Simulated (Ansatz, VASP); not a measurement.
## One calculation of LiF, two programs

The input INCAR:

```
PREC = Accurate ; ENCUT = 520
EDIFF = 1E-7 ; ISMEAR = 0
SIGMA = 0.05 ; LREAL = False
LASPH = True ; NELM = 100
ALGO = Normal ; ISIF = 2
LWAVE = False ; LCHARG = False
GGA = PE ; NBANDS = 18
```

Contents of KPOINTS:

```
regular mesh
0
Gamma
  9 9 6
```

The input POSCAR:

```
LiF
1.0
    3.0619407579      0.0000000000      0.0000000000
   -1.5309703789      2.6517184812      0.0000000000
    0.0000000000      0.0000000000      5.1088481545
Li F
2 2
Direct
    0.3333333333      0.6666666667      0.3708711514
    0.6666666667      0.3333333333      0.8708711514
    0.3333333333      0.6666666667      0.9939266766
    0.6666666667      0.3333333333      0.4939266766
```

Input for Ansatz:

```yaml
crystal:
  lattice:
    - [3.0619407579, 0.0, 0.0]
    - [-1.5309703789, 2.6517184812, 0.0]
    - [0.0, 0.0, 5.1088481545]
  atoms:
    - { symbol: Li, position: [0.3333333333, 0.6666666667, 0.3708711514] }
    - { symbol: Li, position: [0.6666666667, 0.3333333333, 0.8708711514] }
    - { symbol: F, position: [0.3333333333, 0.6666666667, 0.9939266766] }
    - { symbol: F, position: [0.6666666667, 0.3333333333, 0.4939266766] }
basis:
  ecutwfc: 520.0
kpoints:
  mp_grid: { grid: [9, 9, 6] }
hamiltonian:
  xc: pbe
scf:
  occupations: { method: gaussian, width: 0.05 }
output:
  forces: true
  stress: true
  eigenvalues: true
  write_density: true
  write_potential: true
  elf: true
  volumetric_format: npy
```

Alike in both runs: task single point; functional PBE; k mesh 9 × 9 × 6; occupations gaussian, width 0.05 eV; no spin polarisation.

|  | VASP | Ansatz |
| --- | --- | --- |
| version | VASP 6.6.1 | Ansatz 0.2.0 |
| potentials or method | VASP PAW PBE potentials, release 64 (Li_sv, F), cutoff 520 eV | scalar-relativistic, plane waves, PAW |
| valence electrons in the cell | 20 | 20 |

Ansatz gave:

* gap on the k mesh at the Fermi level (eV): 7.67
* least direct gap on the mesh (eV): 7.67
* rms of the force components (eV/Å): 0.022

Question: What did VASP give for the same quantities?

Answer: gap on the k mesh at the Fermi level (eV): 7.66; least direct gap on the mesh (eV): 7.66; rms of the force components (eV/Å): 0.024.

Atom by atom the forces differ by 0.002 eV/Å (rms over components).

Noted on VASP's run: the cutoff is short for stress, so the pressure is rough.
